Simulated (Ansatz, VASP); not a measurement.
## Co in VASP and in Ansatz

INCAR

```
PREC = Accurate
ENCUT = 520
EDIFF = 1E-6
ISMEAR = -1
SIGMA = 0.05
LREAL = False
LASPH = True
NELM = 150
ALGO = Normal
ISIF = 2
LWAVE = False
LCHARG = False
ISPIN = 2
MAGMOM = 2 2
LORBIT = 11
LMAXMIX = 4
GGA = PE
NBANDS = 20
```

Contents of KPOINTS:

```
regular mesh
0
Gamma
  19 19 10
```

POSCAR

```
Co
1.0
    2.5356834805      0.0000000000      0.0000000000
   -1.2678417403      2.1959663102      0.0000000000
    0.0000000000      0.0000000000      4.1180935048
Co
2
Direct
    0.3333333333      0.6666666667      0.2500000000
    0.6666666667      0.3333333333      0.7500000000
```

Input for Ansatz:

```yaml
crystal:
  lattice:
    - [2.5356834805, 0.0, 0.0]
    - [-1.2678417403, 2.1959663102, 0.0]
    - [0.0, 0.0, 4.1180935048]
  atoms:
    - { symbol: Co, position: [0.3333333333, 0.6666666667, 0.25], spin: 2.0 }
    - { symbol: Co, position: [0.6666666667, 0.3333333333, 0.75], spin: 2.0 }
magnetization:
  spin_polarized: true
kpoints:
  mp_grid: { grid: [19, 19, 10] }
  band_path:
    path:
      - [0.0, 0.0, 0.0]
      - [0.5, 0.0, 0.0]
      - [0.3333333333, 0.3333333333, 0.0]
      - [0.0, 0.0, 0.0]
      - [0.0, 0.0, 0.5]
      - [0.5, 0.0, 0.5]
      - [0.3333333333, 0.3333333333, 0.5]
      - [0.0, 0.0, 0.5]
      - [0.5, 0.0, 0.5]
    npoints: 5
scf:
  occupations: { method: fermi_dirac, width: 0.05 }
hamiltonian:
  xc: pbe
  pseudopotentials: { kind: all_electron, lapw: { basis_error: 0.0005 } }
output:
  forces: true
  stress: true
  eigenvalues: true
```

Change from the starting cell: volume scaled by 1.02.

Alike in both runs: task single point; functional PBE; k mesh 19 × 19 × 10; occupations fermi-dirac, width 0.05 eV; collinear spin.

|  | VASP | Ansatz |
| --- | --- | --- |
| version | VASP 6.6.1 | Ansatz 0.2.0 |
| potentials or method | VASP PAW PBE potentials, release 64 (Co), cutoff 520 eV | all-electron LAPW, scalar-relativistic |

|  | VASP | Ansatz | Ansatz less VASP |
| --- | --- | --- | --- |
| pressure (GPa) | -10.6 | -10.1 | +0.46 |
| traceless stress, the component that is largest in VASP (GPa) | -0.81 | -0.65 | +0.158 |
| net moment per atom (μB) | 1.65 | 1.66 | +0.013 |
| size of the moment on the site where the two differ most (μB) | 1.68 | 1.72 | +0.039 |

Site moments also hang on the region over which each program counts them. Ansatz ran all-electron here, and VASP with PAW potentials.
